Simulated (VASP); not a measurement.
Runs of VASP 6.6.1 on La3Tl. The structure is that of space group Pm-3m (No. 221), or close to it. The cells are those of the table. 

```csv
task,cell,gap on the mesh (eV),pressure (GPa)
single point,"a = 4.992 Å, 4 atoms",none,-2.2
electric field gradients,"a = 4.992 Å, 4 atoms",none,-2.2
single point,"a = 5.159 Å, 4 atoms",none,-5.3
single point,"a = 5.043 Å, 4 atoms",none,-3.3
single point,"a = 5.009, b = 5.009, c = 5.060 Å, 4 atoms",none,(a)
electric field gradients,"a = 4.959, b = 4.959, c = 5.060 Å, 4 atoms",none,-2.2
single point,"a = 4.959, b = 4.959, c = 5.060 Å, 4 atoms",none,-2.2
single point,"a = 5.111, b = 5.111, c = 5.060 Å, 4 atoms",none,-4.3
single point,"a = 5.161, b = 5.161, c = 5.060 Å, 4 atoms",none,-4.8
single point,"a = 5.094 Å, 4 atoms",none,-4.3
```

Alike in all rows: level LDA; potentials or basis VASP PAW LDA potentials, release 64 (La, Tl_d); no spin polarisation; k mesh 8 × 8 × 8; cutoff (eV) 520; smearing fermi-dirac 0.08 eV.

**Question.** Fill in the values left out.

**Answer.** (a) -3.0.

Caveats: spin-orbit coupling is left out, which moves the levels of the heavy elements.

A k mesh can miss the band edges, and the runs leave out spin-orbit coupling on La, Tl.

A gap of «none» marks levels without a gap at the run's occupations.
